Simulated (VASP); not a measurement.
Set up this calculation in VASP 6.6.1, as the native input.

```yaml
Task: single point
Functional: r2SCAN
Potentials_or_basis: VASP PAW PBE potentials, release 64 (In_d, O)
Cutoff: 520 eV
k_mesh: 5 × 5 × 5
Occupations: gaussian, width 0.01 eV
Spin: no spin polarisation
Dipole_correction: no
Further_INCAR_settings: ALGO = Normal; EDIFF = 1e-06; NBANDS = 55
```

The system is In2O3.

```
CELL_PARAMETERS angstrom
2.65699 1.53401 4.36502
-2.65699 1.53401 4.36502
0.00000 -3.06803 4.36502
ATOMIC_POSITIONS crystal
In 0.36434 0.36434 0.36434
In 0.13566 0.13566 0.13566
In 0.63566 0.63566 0.63566
In 0.86434 0.86434 0.86434
O 0.54091 0.95909 0.25000
O 0.25000 0.54091 0.95909
O 0.95909 0.25000 0.54091
O 0.45909 0.04091 0.75000
O 0.75000 0.45909 0.04091
O 0.04091 0.75000 0.45909
```

The input as run:

POSCAR

```
In2O3
1.0
    2.6569904221      1.5340141371      4.3650183394
   -2.6569904221      1.5340141371      4.3650183394
    0.0000000000     -3.0680282692      4.3650183412
In O
4 6
Direct
    0.3643410717      0.3643410717      0.3643410717
    0.1356589283      0.1356589283      0.1356589283
    0.6356589283      0.6356589283      0.6356589283
    0.8643410717      0.8643410717      0.8643410717
    0.5409097610      0.9590902390      0.2500000000
    0.2500000000      0.5409097610      0.9590902390
    0.9590902390      0.2500000000      0.5409097610
    0.4590902390      0.0409097610      0.7500000000
    0.7500000000      0.4590902390      0.0409097610
    0.0409097610      0.7500000000      0.4590902390
```

INCAR.step1

```
SYSTEM = In2O3
PREC = Accurate
ENCUT = 520
ISMEAR = 0
SIGMA = 0.01
LREAL = .FALSE.
LASPH = .TRUE.
NELM = 80
NBANDS = 55
GGA = PE
ALGO = Normal
EDIFF = 1E-4
LWAVE = .TRUE.
LCHARG = .FALSE.
```

INCAR.step2

```
SYSTEM = In2O3
PREC = Accurate
ENCUT = 520
EDIFF = 1E-6
ISMEAR = 0
SIGMA = 0.01
LREAL = .FALSE.
LASPH = .TRUE.
NELM = 80
ALGO = Normal
ISIF = 2
LWAVE = .FALSE.
LCHARG = .FALSE.
METAGGA = R2SCAN
LMIXTAU = .TRUE.
NBANDS = 55
ISTART = 1
```

KPOINTS

```
regular mesh
0
G
  5 5 5
  0 0 0
```

Potentials or basis: VASP PAW PBE potentials, release 64 (In_d, O).

Launch:

```console
$ cat potpaw_PBE.64/In_d/POTCAR potpaw_PBE.64/O/POTCAR > POTCAR
$ cp INCAR.step1 INCAR
$ mpirun -np 1 vasp_std > vasp.out
$ cp INCAR.step2 INCAR
$ mpirun -np 1 vasp_std > vasp.out
```

Results of the run:

```yaml
Pressure: 44.7 GPa
Largest_force: 0.046 eV/Å
Band_gap_on_the_k_mesh: 2.73 eV
```

Caveat: the cell stands under pressure; the PAW data sets were made with another functional, which shifts forces and pressure a little; spin-orbit coupling is left out, which moves the levels of the heavy elements.

Run time: 15 min on 1 thread of Intel Xeon 8259CL, with other jobs on the host, peak memory 0.3 GiB.
